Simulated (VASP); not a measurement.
Here is a VASP 6.6.1 calculation.

Contents of INCAR:

```
SYSTEM = HfNb3F
PREC = Accurate
ENCUT = 600
EDIFF = 1E-7
ISMEAR = 0
SIGMA = 0.1
LREAL = .FALSE.
LASPH = .TRUE.
NELM = 120
ALGO = Normal
ISIF = 3
LWAVE = .FALSE.
LCHARG = .FALSE.
GGA = PE
IBRION = 2
NSW = 90
EDIFFG = -0.04
GGA_COMPAT = .FALSE.
NELMIN = 4
```

File KPOINTS:

```
Automatic mesh
0
G
  6 6 4
  0 0 0
```

POSCAR

```
HfNb3F
1.0
    4.4115633600      0.0000000000      0.0000000000
   -2.2057816800      3.8205259400      0.0000000000
    0.0000000000      0.0000000000      4.8323867700
Hf Nb F
1 3 1
Direct
    0.3333333300      0.6666666700      0.0000000000
    0.4910319600      0.5089680400      0.5000000000
    0.4910319600      0.9820639100      0.5000000000
    0.0179360900      0.5089680400      0.5000000000
    0.6666666700      0.3333333300      0.5000000000
```

Potentials or basis: VASP PAW PBE potentials, release 64 (Hf_pv, Nb_sv, F).

Run with:

```bash
$ cat potpaw_PBE.64/Hf_pv/POTCAR potpaw_PBE.64/Nb_sv/POTCAR potpaw_PBE.64/F/POTCAR > POTCAR
$ mpirun -np 1 vasp_std > vasp.out
```

Task: Predict the relaxed volume.

Result: 24.27 Å³/atom.

Task: What does it give for the space group after relaxing (to 0.1 Å)?

Result: P-6m2 (No. 187).

Final structure:
```yaml
crystal:
  lattice:
    - [5.29764, 0.00000, 0.00000]
    - [-2.64882, 4.58789, 0.00000]
    - [0.00000, 0.00000, 4.99229]
  atoms:
    - { symbol: Hf, position: [0.33333, 0.66667, 0.00000] }
    - { symbol: Nb, position: [0.17364, 0.82636, 0.50000] }
    - { symbol: Nb, position: [0.17364, 0.34729, 0.50000] }
    - { symbol: Nb, position: [0.65271, 0.82636, 0.50000] }
    - { symbol: F, position: [0.66667, 0.33333, 0.50000] }
```

Caveat: the volume moved by over 15 % at a fixed basis, so the end points are rough.
